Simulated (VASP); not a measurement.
# Mg (P6/mmm) in VASP: further runs, part 2 of 2

VASP 6.6.1. Earlier steps stand in the parts before.

## Step 4: Single point, PBE (volume scaled by 0.68)

INCAR reads:

```
SYSTEM = Mg
PREC = Accurate ; ENCUT = 520
EDIFF = 1E-6 ; ISMEAR = -1
SIGMA = 0.1 ; LREAL = .False.
LASPH = .True. ; NELM = 100
ALGO = Normal ; ISIF = 2
LWAVE = .False. ; LCHARG = .False.
GGA = PE ; NBANDS = 7
```

KPOINTS reads:

```
Automatic mesh
0
Gamma
  14 14 13
  0 0 0
```

POSCAR reads:

```
Mg
1.0
    2.7639528642      0.0000000000      0.0000000000
   -1.3819764321      2.3936533952      0.0000000000
    0.0000000000      0.0000000000      2.6400336522
Mg
1
Direct
    0.0000000000      0.0000000000      0.0000000000
```

Potentials or basis: VASP PAW PBE potentials, release 64 (Mg).

Run with:

```console
cat potpaw_PBE.64/Mg/POTCAR > POTCAR
mpirun -np 1 vasp_std > vasp.out
```

OUTCAR:

```text
SYSTEM = Mg
   PREC = Accurate
   ENCUT = 520
   EDIFF = 1E-6
   ISMEAR = -1
   LREAL = .False.
   LASPH = .True.
   NELM = 100
   ISIF = 2
   GGA = PE

 ion  position               nearest neighbor table
   1  0.000  0.000  0.000-

  LATTYP: Found a hexagonal cell.
 ALAT       =     2.7639528642
 C/A-ratio  =     0.9551659460

  Lattice vectors:

 A1 = (   2.7639528642,   0.0000000000,   0.0000000000)
 A2 = (  -1.3819764321,   2.3936533952,   0.0000000000)
 A3 = (   0.0000000000,   0.0000000000,   2.6400336522)

Analysis of symmetry for initial positions (statically):
=====================================================================
 Subroutine PRICEL returns:
 Original cell was already a primitive cell.

 Routine SETGRP: Setting up the symmetry group for a
 hexagonal supercell.

 Subroutine GETGRP returns: Found 24 space group operations
 (whereof 24 operations were pure point group operations)
 out of a pool of 24 trial point group operations.

The static configuration has the point symmetry D_6h.

Analysis of symmetry for dynamics (positions and initial velocities):
=====================================================================
 Subroutine PRICEL returns:
 Original cell was already a primitive cell.

 Routine SETGRP: Setting up the symmetry group for a
 hexagonal supercell.

 Subroutine GETGRP returns: Found 24 space group operations
 (whereof 24 operations were pure point group operations)
 out of a pool of 24 trial point group operations.

The dynamic configuration has the point symmetry D_6h.

 Subroutine INISYM returns: Found 24 space group operations
 (whereof 24 operations are pure point group operations),
 and found     1 'primitive' translations

----------------------------------------------------------------------------------------

                                     Primitive cell

  volume of cell :      17.4663

  direct lattice vectors                    reciprocal lattice vectors
     2.763952864  0.000000000  0.000000000     0.361800671  0.208885715  0.000000000
    -1.381976432  2.393653395  0.000000000     0.000000000  0.417771429  0.000000000
     0.000000000  0.000000000  2.640033652     0.000000000  0.000000000  0.378783050

  length of vectors
     2.763952864  2.763952864  2.640033652     0.417771429  0.417771429  0.378783050

  position of ions in fractional coordinates (direct lattice)
     0.000000000  0.000000000  0.000000000

  ion indices of the primitive-cell ions
   primitive index   ion index
                 1           1

----------------------------------------------------------------------------------------

 KPOINTS: Automatic mesh

Automatic generation of k-mesh.
 Grid dimensions read from file:
 generate k-points for:   14   14   13

 Generating k-lattice:

  Cartesian coordinates                     Fractional coordinates (reciprocal lattice)
     0.025842905  0.014920408  0.000000000     0.071428571  0.000000000  0.000000000
     0.000000000  0.029840816  0.000000000     0.000000000  0.071428571  0.000000000
     0.000000000  0.000000000  0.029137158     0.000000000  0.000000000  0.076923077

  Length of vectors
     0.029840816  0.029840816  0.029137158

  Shift w.r.t. Gamma in fractional coordinates (k-lattice)
     0.000000000  0.000000000  0.000000000

 Subroutine IBZKPT returns following result:
 ===========================================

 Found    168 irreducible k-points:

 Following reciprocal coordinates:
            Coordinates               Weight
  0.000000  0.000000  0.000000      1.000000
  0.071429  0.000000  0.000000      6.000000
  0.142857  0.000000  0.000000      6.000000
  0.214286  0.000000  0.000000      6.000000
  0.285714  0.000000  0.000000      6.000000
  0.357143  0.000000  0.000000      6.000000
[... 16 lines left out ...]
  0.285714  0.285714  0.000000      6.000000
  0.357143  0.285714  0.000000      6.000000
 [... further k-points ...]
   k-points           NKPTS =    168   k-points in BZ     NKDIM =    168   number of bands    NBANDS=      7
   number of dos      NEDOS =    301   number of ions     NIONS =      1
   total plane-waves  NPLWV =  11520
   dimension x,y,z NGX =    24 NGY =   24 NGZ =   20
   dimension x,y,z NGXF=    48 NGYF=   48 NGZF=   40
   ions per type =               1
   NGX,Y,Z   is equivalent  to a cutoff of  14.44, 14.44, 12.59 a.u.
   NGXF,Y,Z  is equivalent  to a cutoff of  28.87, 28.87, 25.19 a.u.
 SYSTEM =  Mg
   PREC   = accura    normal or accurate (medium, high low for compatibility)
   ISTART =      0    job   : 0-new  1-cont  2-samecut
   ICHARG =      2    charge: 1-file 2-atom 10-const
   ISPIN  =      1    spin polarized calculation?
   LNONCOLLINEAR =      F non collinear calculations
   LSORBIT =      F    spin-orbit coupling
   LASPH  =      T    aspherical Exc in radial PAW
   ENCUT  =  520.0 eV  38.22 Ry    6.18 a.u.   5.14  5.14  4.91*2*pi/ulx,y,z
   NELM   =    100;   NELMIN=  2; NELMDL= -5     # of ELM steps
   EDIFF  = 0.1E-05   stopping-criterion for ELM
   LREAL  =      F    real-space projection
   EDIFFG = 0.1E-04   stopping-criterion for IOM
   NSW    =      0    number of steps for IOM
   IBRION =     -1    ionic relax: 0-MD 1-quasi-New 2-CG
   NFREE  =      0    steps in history (QN), initial steepest desc. (CG)
   ISIF   =      2    stress and relaxation
   ISYM   =      2    0-nonsym 1-usesym 2-fastsym
   POTIM  = 0.5000    time-step for ionic-motion
   TEBEG  =    0.0;   TEEND  =   0.0 temperature during run
   PSTRESS=    0.0 pullay stress
   NELECT =       2.0000    total number of electrons
   NUPDOWN=      -1.0000    fix difference up-down
   EMIN   =  10.00;   EMAX   =-10.00  energy-range for DOS
   EFERMI =   0.00;   METHOD = LEGACY
   ISMEAR =    -1;   SIGMA  =   0.10  broadening in eV -4-tet -1-fermi 0-gaus
   EFERMI_NEDOS =   21; number of points for ismear=-14 and -15
   IALGO  =     38    algorithm
   IMIX   =      4    mixing-type and parameters
     AMIX     =   0.40;   BMIX     =  1.00
     AMIX_MAG =   1.60;   BMIX_MAG =  1.00
  volume/ion in A,a.u.               =      17.47       117.87
  Fermi-wavevector in a.u.,A,eV,Ry     =   0.794971  1.502277  8.598585  0.631978
  Thomas-Fermi vector in A             =   1.901207
   LORBIT       =      0    0 simple, 1 ext, 2 COOP (PROOUT), +10 PAW based schemes
   GGA     = PE    functional components
   LHFCALC =     F    Hartree Fock is set to
   AEXX    =    0.0000 exact exchange contribution
   IVDW    =     0    specifies the selected vdW correction
   LEPSILON=     F    determine dielectric tensor
   LRPA    =     F    only Hartree local field effects (RPA)
 non-spin polarized calculation
  energy-cutoff  :      520.00
  volume of cell :       17.47
 maximum number of plane-waves:       481
 NGX is ok and might be reduce to    24
   NGX = 11   NGY = 11   NGZ =  9

 number of electron       2.0000000 magnetization

 Free energy of the ion-electron system (eV)
  ---------------------------------------------------
  ext. energy  EPLUGINS =         0.00000000
  ---------------------------------------------------
  free energy    TOTEN  =        -0.88829653 eV

  energy without entropy =       -0.87478069  energy(sigma->0) =       -0.88153861

 E-fermi :   4.2733     XC(G=0):  -9.3727

 val. band max:        4.2210016209   @ k =   0.3571   0.2143   0.0000
 cond. band min:       4.2842321634   @ k =   0.0714   0.0714   0.3846
 fundamental gap:      0.0632305425
 Fermi energy:         4.2733191126

 k-point     1 :       0.0000    0.0000    0.0000
  band No.  band energies     occupation
      1      -3.9437      2.00000
      2      14.0966      0.00000
      3      16.6783      0.00000
      4      18.5617      0.00000
      5      18.5617      0.00000
      6      21.3157      0.00000
      7      21.3157      0.00000

 k-point     2 :       0.0714    0.0000    0.0000
  band No.  band energies     occupation
      1      -3.8089      2.00000
      2      14.0391      0.00000
      3      16.7462      0.00000
      4      16.7755      0.00000
      5      18.0314      0.00000
      6      21.0359      0.00000
      7      22.0665      0.00000
[... 201 lines left out ...]
 k-point    23 :       0.2857    0.2857    0.0000
  band No.  band energies     occupation
      1       2.1894      2.00000
      2       5.1503      0.00031
      3       6.7376      0.00000
      4      21.2786      0.00000
      5      21.6083      0.00000
      6      24.0081      0.00000
      7      24.8922      0.00000

 k-point    24 :       0.3571    0.2857    0.0000
  band No.  band energies     occupation
      1       3.3710      1.99976
      2       4.0895      1.72546
      3       6.2814      0.00000
      4      22.0955      0.00000
      5      22.5700      0.00000
      6      23.1402      0.00000
      7      24.3438      0.00000

 [... further k-points ...]
[... 5 lines left out ...]
  --------------------------------------------------------------------------------------
  -------------------------------------------------------------------------------------
  Total        2.3199306      2.3199306      2.3152386      0.0000000     -0.0000000     -0.0000000
  in kB      212.8061680    212.8061680    212.3757756      0.0000000     -0.0000000     -0.0000000
  external PRESSURE =     212.6627039 kB  Pullay stress =       0.0000000 kB

 VOLUME and BASIS-vectors are now :
 -----------------------------------------------------------------------------
  energy-cutoff  :      520.00
  volume of cell :       17.47
      direct lattice vectors                 reciprocal lattice vectors
     2.763952864  0.000000000  0.000000000     0.361800671  0.208885715  0.000000000
    -1.381976432  2.393653395  0.000000000     0.000000000  0.417771429  0.000000000
     0.000000000  0.000000000  2.640033652     0.000000000  0.000000000  0.378783050

 POSITION                                       TOTAL-FORCE (eV/Angst)
 -----------------------------------------------------------------------------------
      0.00000      0.00000      0.00000         0.000000      0.000000      0.000000
 -----------------------------------------------------------------------------------
    total drift:                               -0.000000      0.000000     -0.000000

  FREE ENERGIE OF THE ION-ELECTRON SYSTEM (eV)
  ---------------------------------------------------
  free  energy   TOTEN  =        -0.8882965289 eV

  energy  without entropy=       -0.8747806884  energy(sigma->0) =       -0.88153861
```

OSZICAR:

```text
N       E                     dE             d eps       ncg     rms          rms(c)
DAV:   1    -0.150638633054E+00   -0.15064E+00   -0.82385E+02  2611   0.197E+02
DAV:   2    -0.904857452813E+00   -0.75422E+00   -0.69811E+00  3227   0.122E+01
DAV:   3    -0.907459877045E+00   -0.26024E-02   -0.26016E-02  3003   0.797E-01
DAV:   4    -0.907463589008E+00   -0.37120E-05   -0.37117E-05  3423   0.214E-02
DAV:   5    -0.907463602303E+00   -0.13295E-07   -0.13644E-07  2961   0.857E-04    0.661E-01
DAV:   6    -0.896454684246E+00    0.11009E-01   -0.37066E-04  2996   0.895E-02    0.420E-01
DAV:   7    -0.888314270431E+00    0.81404E-02   -0.16373E-03  2905   0.162E-01    0.195E-02
DAV:   8    -0.888297533210E+00    0.16737E-04   -0.15737E-05  3318   0.239E-02    0.536E-03
DAV:   9    -0.888296515648E+00    0.10176E-05   -0.11221E-06  3255   0.445E-03    0.585E-04
DAV:  10    -0.888296528921E+00   -0.13272E-07   -0.13506E-08  1547   0.579E-04
   1 F= -.88829653E+00 E0= -.88153861E+00  d E =-.135158E-01
```

Run time: 23 s. Hardware: 1 thread of AMD EPYC 7R13 (Zen 3), shared host; peak memory 0.11 GiB.

What came out:

```yaml
Free_energy: -0.8883 eV
Pressure: 21.3 GPa
Band_gap_on_the_k_mesh: zero (band 1 reaches 7.43 eV, above the bottom of band 2 at 2.15 eV)
```
